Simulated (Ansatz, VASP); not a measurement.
KF: VASP beside Ansatz

```xyz
2
Lattice="0.0000 2.9354 2.9354 2.9354 0.0000 2.9354 2.9354 2.9354 0.0000" Properties=species:S:1:pos:R:3 pbc="T T T"
K     0.0000    0.0000    0.0000
F     1.4677    1.4677    1.4677
```

Alike in both runs: task single point; functional PBE; k mesh 8 × 8 × 8; no spin polarisation.

|  | VASP | Ansatz |
| --- | --- | --- |
| version | VASP 6.6.1 | Ansatz 0.2.0 |
| potentials or method | VASP PAW PBE potentials, release 64 (K_sv, F) | plane waves, PAW |
| plane-wave cutoff (eV) | 520 | 420 |
| occupations | gaussian, width 0.01 eV | fixed |
| valence electrons in the cell | 16 | 16 |

|  | VASP | Ansatz | Ansatz less VASP |
| --- | --- | --- | --- |
| gap on the k mesh at the Fermi level (eV) | 5.16 | 5.17 | +0.011 |
| pressure (GPa) | 0.9 | 0.9 | -0.03 |
